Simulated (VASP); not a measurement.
# ZrO2: equation of state with revPBE

The system is ZrO2.

```xyz
3
Lattice="0.0000 2.5451 2.5451 2.5451 0.0000 2.5451 2.5451 2.5451 0.0000" Properties=species:S:1:pos:R:3 pbc="T T T"
Zr    0.0000    0.0000    0.0000
O     3.8176    3.8176    3.8176
O     1.2725    1.2725    1.2725
```

| Property | Result |
| --- | --- |
| Program | VASP 6.6.1 |
| Task | equation of state |
| Functional | revPBE |
| Potentials or basis | VASP PAW PBE potentials, release 64 (Zr_sv_GW, O_GW) |
| Cutoff | 660 eV |
| k mesh | 8 × 8 × 8 |
| Occupations | gaussian, width 0.03 eV |
| Spin | no spin polarisation |

The equilibrium volume is 11.32 Å³/atom and the bulk modulus is 226 GPa. The pressure derivative of the bulk modulus is 4.2.

Energy against volume, from the lowest point:
```csv
volume (Å³/atom),energy (meV/atom)
10.001,134.01
10.331,71.22
10.661,29.90
10.990,7.02
11.320,0.00
11.650,6.51
11.979,24.75
```

Wall time 100 s on 1 thread of Intel(R) Xeon(R) 6975P-C (Granite Rapids), with other jobs on the host, peak memory 0.19 GiB.

Caveat: the PAW data sets were made with another functional, which shifts forces and pressure a little.
